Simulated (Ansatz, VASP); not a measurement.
Two plane-wave programs on Li7Sb

INCAR

```
  PREC = Accurate
  ENCUT = 600
  EDIFF = 1E-7
  ISMEAR = 0
  SIGMA = 0.1
  LREAL = F
  LASPH = T
  NELM = 100
  ALGO = Normal
  ISIF = 3
  LWAVE = F
  LCHARG = F
  GGA = PE
  IBRION = 2
  NSW = 90
  EDIFFG = -0.04
```

The input KPOINTS:

```
Automatic mesh
0
Gamma
  4 4 4
```

The input POSCAR:

```
Li7Sb
1.0
    3.0234206300     -4.4138414100      0.0000000000
    3.0234206300      4.4138414100      0.0000000000
   -2.9984993100      0.0000000000      4.5993762100
Li Sb
7 1
Direct
    0.0000000000      0.5000000000      0.0000000000
    0.5000000000      0.0000000000      0.0000000000
    0.5525364000      0.9298193800      0.3307163400
    0.0701806200      0.4474636000      0.6692836600
    0.4474636000      0.0701806200      0.6692836600
    0.9298193800      0.5525364000      0.3307163400
    0.5000000000      0.5000000000      0.5000000000
    0.0000000000      0.0000000000      0.0000000000
```

Input for Ansatz:

```yaml
crystal:
  lattice:
    - [3.02342063, -4.41384141, 0.0]
    - [3.02342063, 4.41384141, 0.0]
    - [-2.99849931, 0.0, 4.59937621]
  atoms:
    - { symbol: Li, position: [0.0, 0.5, 0.0] }
    - { symbol: Li, position: [0.5, 0.0, 0.0] }
    - { symbol: Li, position: [0.5525364, 0.92981938, 0.33071634] }
    - { symbol: Li, position: [0.07018062, 0.4474636, 0.66928366] }
    - { symbol: Li, position: [0.4474636, 0.07018062, 0.66928366] }
    - { symbol: Li, position: [0.92981938, 0.5525364, 0.33071634] }
    - { symbol: Li, position: [0.5, 0.5, 0.5] }
    - { symbol: Sb, position: [0.0, 0.0, 0.0] }
basis:
  ecutwfc: 420
kpoints:
  mp_grid: { grid: [4, 4, 4] }
hamiltonian:
  xc: pbe
scf:
  occupations: { method: gaussian, width: 0.1 }
  lower_state_search: "off"
output:
  forces: true
  stress: true
  eigenvalues: true
relax:
  adjacent_minimum: "off"
  f_tol: 0.04
  max_steps: 70
  cell: { stress_tol: 0.4 }
```

Alike in both runs: task relaxation of cell and atoms; functional PBE; k mesh 4 × 4 × 4; occupations gaussian, width 0.1 eV; no spin polarisation.

|  | VASP | Ansatz |
| --- | --- | --- |
| version | VASP 6.6.1 | Ansatz 0.2.0 |
| potentials or method | VASP PAW PBE potentials, release 64 (Li_sv, Sb), cutoff 600 eV | scalar-relativistic, plane waves, PAW |
| valence electrons in the cell | 26 | 36 |

```tsv
	VASP	Ansatz	Ansatz less VASP
gap on the k mesh at the Fermi level, each at its own relaxed structure (eV)	none	none	-
relaxed volume (Å³/atom)	17.70	21.45	+3.752
relaxed cell length with the largest relative difference (Å)	5.580	6.825	+1.2442
```

A gap of «none» marks a metal or a gap that the smearing closes. One of these differences is far larger than is usual between the two programs; its cause wasn't traced. VASP's potentials hold 26 valence electrons a cell and Ansatz's 36, so a difference there can come from the potentials and not from the codes.

Neither program's run includes spin-orbit coupling. Noted on VASP's run: the cutoff is short for stress, so the pressure is rough; the volume moved by over 15 % at a fixed basis, so the end points are rough.
